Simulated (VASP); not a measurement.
A run of VASP 6.6.1:

Contents of INCAR:

```
SYSTEM = CdS
  PREC = Accurate
  ENCUT = 520
  EDIFF = 1E-7
  ISMEAR = 0
  SIGMA = 0.03
  LREAL = .False.
  LASPH = .True.
  NELM = 80
  ALGO = Normal
  ISIF = 2
  LWAVE = .False.
  LCHARG = .False.
  GGA = PE
  NBANDS = 16
```

File KPOINTS:

```
Automatic mesh
0
Gamma
  10 10 10
  0 0 0
```

POSCAR

```
CdS
1.0
    0.0000000000      2.7532440000      2.6155818000
    2.7532440000      0.0000000000      2.6155818000
    2.7532440000      2.7532440000      0.0000000000
Cd S
1 1
Direct
    0.0000000000      0.0000000000      0.0000000000
    0.5000000000      0.5000000000      0.5000000000
```

Potentials or basis: VASP PAW PBE potentials, release 64 (Cd, S).

The run is started by

```bash
$ cat potpaw_PBE.64/Cd/POTCAR potpaw_PBE.64/S/POTCAR > POTCAR
$ mpirun -np 1 vasp_std > vasp.out
```

Hardware: 1 thread of Intel(R) Xeon(R) Platinum 8488C (Sapphire Rapids), with other jobs on the host.

Question: Estimate the wall time of this run.

Answer: Run time: 41 s on 1 thread of Intel(R) Xeon(R) Platinum 8488C (Sapphire Rapids), on a shared host, peak memory 0.2 GiB. Counts: scf iterations 15, k points 102.
